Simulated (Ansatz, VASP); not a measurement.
# Two plane-wave programs on Hg

```xyz
1
Lattice="1.7300 0.9988 2.2340 -1.7300 0.9988 2.2340 0.0000 -1.9976 2.2340" Properties=species:S:1:pos:R:3 pbc="T T T"
Hg    0.0000    0.0000    0.0000
```

Alike in both runs: task electric field gradients; functional LDA; k mesh 12 × 12 × 12; occupations fermi-dirac, width 0.03 eV; no spin polarisation.

|  | VASP | Ansatz |
| --- | --- | --- |
| version | VASP 6.6.1 | Ansatz 0.2.0 |
| potentials or method | VASP PAW LDA potentials, release 64 (Hg_sv_GW) | PAW with Ansatz's default frozen-core files, scalar-relativistic |
| plane-wave cutoff (eV) | 410 | 420 |
| valence electrons in the cell | 20 | 20 |

VASP gave:

| Item | Value |
| --- | --- |
| size of Vzz on the site where it differs most (V/Å²) | 135.7 |

Q: Estimate Ansatz's values.

A: Size of Vzz on the site where it differs most (V/Å²): 119.0.

LDA's correlation is that of Perdew and Zunger in VASP and of Perdew and Wang (1992) in Ansatz.

Neither program's run includes spin-orbit coupling.
